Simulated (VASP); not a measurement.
# As2O (antifluorite type) (Fm-3m) in VASP: single point with PBE

Aim: the single point of As2O (antifluorite type) with PBE.

Everything below comes from runs of VASP 6.6.1. Logs are shortened: lines on timing, memory, paths and dates and some standing lists are left out, and cuts for length are marked.

## Step 1: The cell of the first run

It takes space group Fm-3m (No. 225, cubic). Conventional cell: a = 5.684 Å, b = 5.684 Å, c = 5.684 Å, α = 90.00°, β = 90.00°, γ = 90.00°. As (site symmetry -43m) has 4 O at 2.46 Å and 6 As at 2.84 Å within 3.2 Å. O (site symmetry m-3m) has 8 As at 2.46 Å within 3.2 Å.

## Step 2: Single point, PBE

The input, INCAR:

```
SYSTEM = As2O
PREC = Accurate ; ENCUT = 520
EDIFF = 1E-6 ; ISMEAR = -1
SIGMA = 0.06122561905347299 ; LREAL = .False.
LASPH = .True. ; NELM = 60
ALGO = Normal ; ISIF = 2
LWAVE = .False. ; LCHARG = .True.
GGA = PE ; LELF = .True.
LVHAR = .True. ; NBANDS = 15
```

The input, KPOINTS:

```
Automatic mesh
0
Gamma
  33 33 33
  0 0 0
```

The input, POSCAR:

```
As2O
1.0
    0.0000000000      2.8418525053      2.8418525053
    2.8418525053      0.0000000000      2.8418525053
    2.8418525053      2.8418525053      0.0000000000
As O
2 1
Direct
    0.2500000000      0.2500000000      0.2500000000
    0.7500000000      0.7500000000      0.7500000000
    0.0000000000      0.0000000000      0.0000000000
```

Potentials or basis: VASP PAW PBE potentials, release 64 (As, O).

Started as:

```console
> cat potpaw_PBE.64/As/POTCAR potpaw_PBE.64/O/POTCAR > POTCAR
> mpirun -np 1 vasp_std > vasp.out
```

OUTCAR:

```text
SYSTEM = As2O
   PREC = Accurate
   ENCUT = 520
   EDIFF = 1E-6
   ISMEAR = -1
   LREAL = .False.
   LASPH = .True.
   NELM = 60
   ISIF = 2
   GGA = PE

 ion  position               nearest neighbor table
   1  0.250  0.250  0.250-   2 2.84   2 2.84   2 2.84   2 2.84   2 2.84   2 2.84
   2  0.750  0.750  0.750-   1 2.84   1 2.84   1 2.84   1 2.84   1 2.84   1 2.84
   3  0.000  0.000  0.000-

  LATTYP: Found a face centered cubic cell.
 ALAT       =     5.6837050106

  Lattice vectors:

 A1 = (   0.0000000000,   2.8418525053,   2.8418525053)
 A2 = (   2.8418525053,   0.0000000000,   2.8418525053)
 A3 = (   2.8418525053,   2.8418525053,   0.0000000000)

Analysis of symmetry for initial positions (statically):
=====================================================================
 Subroutine PRICEL returns:
 Original cell was already a primitive cell.

 Routine SETGRP: Setting up the symmetry group for a
 face centered cubic supercell.

 Subroutine GETGRP returns: Found 48 space group operations
 (whereof 48 operations were pure point group operations)
 out of a pool of 48 trial point group operations.

The static configuration has the point symmetry O_h .

Analysis of symmetry for dynamics (positions and initial velocities):
=====================================================================
 Subroutine PRICEL returns:
 Original cell was already a primitive cell.

 Routine SETGRP: Setting up the symmetry group for a
 face centered cubic supercell.

 Subroutine GETGRP returns: Found 48 space group operations
 (whereof 48 operations were pure point group operations)
 out of a pool of 48 trial point group operations.

The dynamic configuration has the point symmetry O_h .

 Subroutine INISYM returns: Found 48 space group operations
 (whereof 48 operations are pure point group operations),
 and found     1 'primitive' translations

----------------------------------------------------------------------------------------

                                     Primitive cell

  volume of cell :      45.9023

  direct lattice vectors                    reciprocal lattice vectors
     0.000000000  2.841852505  2.841852505    -0.175941573  0.175941573  0.175941573
     2.841852505  0.000000000  2.841852505     0.175941573 -0.175941573  0.175941573
     2.841852505  2.841852505  0.000000000     0.175941573  0.175941573 -0.175941573

  length of vectors
     4.018986355  4.018986355  4.018986355     0.304739744  0.304739744  0.304739744

  position of ions in fractional coordinates (direct lattice)
     0.250000000  0.250000000  0.250000000
     0.750000000  0.750000000  0.750000000
     0.000000000  0.000000000  0.000000000

  ion indices of the primitive-cell ions
   primitive index   ion index
                 1           1
                 2           2
                 3           3

----------------------------------------------------------------------------------------

 KPOINTS: Automatic mesh

Automatic generation of k-mesh.
 Grid dimensions read from file:
 generate k-points for:   33   33   33

 Generating k-lattice:

  Cartesian coordinates                     Fractional coordinates (reciprocal lattice)
    -0.005331563  0.005331563  0.005331563     0.030303030  0.000000000  0.000000000
     0.005331563 -0.005331563  0.005331563     0.000000000  0.030303030  0.000000000
     0.005331563  0.005331563 -0.005331563     0.000000000  0.000000000  0.030303030

  Length of vectors
     0.009234538  0.009234538  0.009234538

  Shift w.r.t. Gamma in fractional coordinates (k-lattice)
     0.000000000  0.000000000  0.000000000

 Subroutine IBZKPT returns following result:
 ===========================================

 Found    969 irreducible k-points:

 Following reciprocal coordinates:
            Coordinates               Weight
  0.000000  0.000000  0.000000      1.000000
  0.030303  0.000000  0.000000      8.000000
  0.060606  0.000000  0.000000      8.000000
  0.090909  0.000000  0.000000      8.000000
  0.121212  0.000000  0.000000      8.000000
  0.151515  0.000000  0.000000      8.000000
[... 16 lines left out ...]
  0.181818  0.030303  0.000000     24.000000
  0.212121  0.030303  0.000000     24.000000
 [... further k-points ...]
   k-points           NKPTS =    969   k-points in BZ     NKDIM =    969   number of bands    NBANDS=     15
   number of dos      NEDOS =    301   number of ions     NIONS =      3
   total plane-waves  NPLWV =  27000
   dimension x,y,z NGX =    30 NGY =   30 NGZ =   30
   dimension x,y,z NGXF=    60 NGYF=   60 NGZF=   60
   ions per type =               2   1
   NGX,Y,Z   is equivalent  to a cutoff of  12.41, 12.41, 12.41 a.u.
   NGXF,Y,Z  is equivalent  to a cutoff of  24.82, 24.82, 24.82 a.u.
 SYSTEM =  As2O
   PREC   = accura    normal or accurate (medium, high low for compatibility)
   ISTART =      0    job   : 0-new  1-cont  2-samecut
   ICHARG =      2    charge: 1-file 2-atom 10-const
   ISPIN  =      1    spin polarized calculation?
   LNONCOLLINEAR =      F non collinear calculations
   LSORBIT =      F    spin-orbit coupling
   LASPH  =      T    aspherical Exc in radial PAW
   ENCUT  =  520.0 eV  38.22 Ry    6.18 a.u.   7.47  7.47  7.47*2*pi/ulx,y,z
   NELM   =     60;   NELMIN=  2; NELMDL= -5     # of ELM steps
   EDIFF  = 0.1E-05   stopping-criterion for ELM
   LREAL  =      F    real-space projection
   EDIFFG = 0.1E-04   stopping-criterion for IOM
   NSW    =      0    number of steps for IOM
   IBRION =     -1    ionic relax: 0-MD 1-quasi-New 2-CG
   NFREE  =      0    steps in history (QN), initial steepest desc. (CG)
   ISIF   =      2    stress and relaxation
   ISYM   =      2    0-nonsym 1-usesym 2-fastsym
   POTIM  = 0.5000    time-step for ionic-motion
   TEBEG  =    0.0;   TEEND  =   0.0 temperature during run
   PSTRESS=    0.0 pullay stress
   NELECT =      16.0000    total number of electrons
   NUPDOWN=      -1.0000    fix difference up-down
   EMIN   =  10.00;   EMAX   =-10.00  energy-range for DOS
   EFERMI =   0.00;   METHOD = LEGACY
   ISMEAR =    -1;   SIGMA  =   0.06  broadening in eV -4-tet -1-fermi 0-gaus
   EFERMI_NEDOS =   21; number of points for ismear=-14 and -15
   IALGO  =     38    algorithm
   IMIX   =      4    mixing-type and parameters
     AMIX     =   0.40;   BMIX     =  1.00
     AMIX_MAG =   1.60;   BMIX_MAG =  1.00
  volume/ion in A,a.u.               =      15.30       103.25
  Fermi-wavevector in a.u.,A,eV,Ry     =   1.152135  2.177219 18.060572  1.327415
  Thomas-Fermi vector in A             =   2.288788
   LORBIT       =      0    0 simple, 1 ext, 2 COOP (PROOUT), +10 PAW based schemes
   GGA     = PE    functional components
   LHFCALC =     F    Hartree Fock is set to
   AEXX    =    0.0000 exact exchange contribution
   IVDW    =     0    specifies the selected vdW correction
   LEPSILON=     F    determine dielectric tensor
   LRPA    =     F    only Hartree local field effects (RPA)
 non-spin polarized calculation
  energy-cutoff  :      520.00
  volume of cell :       45.90
 maximum number of plane-waves:      1258
 NGX is ok and might be reduce to    30
   NGX = 15   NGY = 15   NGZ = 15

 number of electron      16.0000005 magnetization

 Free energy of the ion-electron system (eV)
  ---------------------------------------------------
  ext. energy  EPLUGINS =         0.00000000
  ---------------------------------------------------
  free energy    TOTEN  =       -12.55467532 eV

  energy without entropy =      -12.52922986  energy(sigma->0) =      -12.54195259

 E-fermi :   5.8892     XC(G=0): -10.8562

 val. band max:        5.8884843826   @ k =  -0.4848   0.3939   0.1212
 cond. band min:       5.8911068605   @ k =  -0.4848   0.3636   0.0909
 fundamental gap:      0.0026224779
 Fermi energy:         5.8892173243

 k-point     1 :       0.0000    0.0000    0.0000
  band No.  band energies     occupation
      1     -13.2348      2.00000
      2      -5.9182      2.00000
      3      -0.5296      2.00000
      4       1.7715      2.00000
      5       1.7715      2.00000
      6       1.7715      2.00000
      7       3.7293      2.00000
      8       3.7293      2.00000
      9       3.7293      2.00000
     10       9.5433      0.00000
     11       9.5433      0.00000
     12       9.5433      0.00000
     13      13.4779      0.00000
     14      13.4779      0.00000
     15      14.8301      0.00000

 k-point     2 :       0.0303    0.0000    0.0000
  band No.  band energies     occupation
      1     -13.2297      2.00000
      2      -5.9217      2.00000
      3      -0.5712      2.00000
      4       1.7394      2.00000
      5       1.7572      2.00000
      6       1.7572      2.00000
      7       3.7497      2.00000
      8       3.7497      2.00000
      9       3.8226      2.00000
     10       9.5006      0.00000
     11       9.5006      0.00000
     12       9.5148      0.00000
     13      13.5496      0.00000
     14      13.5496      0.00000
     15      14.8691      0.00000

 k-point     3 :       0.0606    0.0000    0.0000
  band No.  band energies     occupation
      1     -13.2144      2.00000
      2      -5.9322      2.00000
      3      -0.6968      2.00000
      4       1.6760      2.00000
      5       1.7165      2.00000
      6       1.7165      2.00000
      7       3.8084      2.00000
      8       3.8084      2.00000
      9       4.0691      2.00000
     10       9.3822      0.00000
     11       9.3822      0.00000
     12       9.4346      0.00000
     13      13.7548      0.00000
     14      13.7548      0.00000
     15      14.9655      0.00000

 k-point     4 :       0.0909    0.0000    0.0000
  band No.  band energies     occupation
      1     -13.1893      2.00000
      2      -5.9486      2.00000
      3      -0.9034      2.00000
      4       1.6364      2.00000
      5       1.6552      2.00000
      6       1.6552      2.00000
      7       3.8983      2.00000
      8       3.8983      2.00000
      9       4.4058      2.00000
     10       9.2112      0.00000
     11       9.2112      0.00000
     12       9.3156      0.00000
     13      14.0705      0.00000
     14      14.0705      0.00000
     15      15.0554      0.00000
[... 307 lines left out ...]
 k-point    22 :       0.1515    0.0303    0.0000
  band No.  band energies     occupation
      1     -13.1232      2.00000
      2      -5.9885      2.00000
      3      -1.4080      2.00000
      4       1.4210      2.00000
      5       1.6152      2.00000
      6       1.6615      2.00000
      7       4.0850      2.00000
      8       4.1668      2.00000
      9       5.0650      2.00000
     10       8.4541      0.00000
     11       9.1197      0.00000
     12       9.2479      0.00000
     13      14.5474      0.00000
     14      14.7465      0.00000
     15      15.2770      0.00000

 k-point    23 :       0.1818    0.0303    0.0000
  band No.  band energies     occupation
      1     -13.0757      2.00000
      2      -6.0137      2.00000
      3      -1.7478      2.00000
      4       1.3323      2.00000
      5       1.5414      2.00000
      6       1.7658      2.00000
      7       4.2121      2.00000
      8       4.2935      2.00000
      9       5.4295      1.99890
     10       8.2424      0.00000
     11       8.9342      0.00000
     12       9.1113      0.00000
     13      14.7772      0.00000
     14      15.0277      0.00000
     15      15.5868      0.00000

 k-point    24 :       0.2121    0.0303    0.0000
  band No.  band energies     occupation
      1     -13.0220      2.00000
      2      -6.0388      2.00000
      3      -2.1036      2.00000
      4       1.2475      2.00000
      5       1.4605      2.00000
      6       1.9190      2.00000
      7       4.3412      2.00000
      8       4.4165      2.00000
      9       5.7544      1.80090
     10       8.0593      0.00000
     11       8.7564      0.00000
     12       8.9820      0.00000
     13      14.6785      0.00000
     14      15.5473      0.00000
     15      15.9685      0.00000

 [... further k-points ...]

------------------------ aborting loop because EDIFF is reached ----------------------------------------

  FORCE on cell =-STRESS in cart. coord.  units (eV):
  Direction    XX          YY          ZZ          XY          YZ          ZX
  --------------------------------------------------------------------------------------
  -------------------------------------------------------------------------------------
  Total        1.1311043      1.1311043      1.1311043      0.0000000      0.0000000      0.0000000
  in kB       39.4801369     39.4801369     39.4801369      0.0000000      0.0000000      0.0000000
  external PRESSURE =      39.4801369 kB  Pullay stress =       0.0000000 kB

 VOLUME and BASIS-vectors are now :
 -----------------------------------------------------------------------------
  energy-cutoff  :      520.00
  volume of cell :       45.90
      direct lattice vectors                 reciprocal lattice vectors
     0.000000000  2.841852505  2.841852505    -0.175941573  0.175941573  0.175941573
     2.841852505  0.000000000  2.841852505     0.175941573 -0.175941573  0.175941573
     2.841852505  2.841852505  0.000000000     0.175941573  0.175941573 -0.175941573

 POSITION                                       TOTAL-FORCE (eV/Angst)
 -----------------------------------------------------------------------------------
      1.42093      1.42093      1.42093        -0.000000      0.000000     -0.000000
      4.26278      4.26278      4.26278         0.000000     -0.000000      0.000000
      0.00000      0.00000      0.00000         0.000000     -0.000000      0.000000
 -----------------------------------------------------------------------------------
    total drift:                                0.000000     -0.000000     -0.000000

  FREE ENERGIE OF THE ION-ELECTRON SYSTEM (eV)
  ---------------------------------------------------
  free  energy   TOTEN  =       -12.5546753228 eV

  energy  without entropy=      -12.5292298616  energy(sigma->0) =      -12.54195259
```

Wall time 9.4 min (1 thread of Intel Xeon 8259CL, shared host); peak memory 0.69 GiB.

Results:

```yaml
Free_energy: -12.5547 eV
Pressure: 3.9 GPa
Band_gap_on_the_k_mesh: zero (bands 8 and 9 overlap by 2.88 eV)
```

Levels at points of the mesh, in eV from the Fermi level:
```tsv
k point	band 4	band 5	band 6	band 7	band 8	band 9	band 10	band 11	band 12	band 13
(0.00, 0.00, 0.00)	-4.12	-4.12	-4.12	-2.16	-2.16	-2.16	3.65	3.65	3.65	7.59
```

Caveat: the cell stands under pressure.
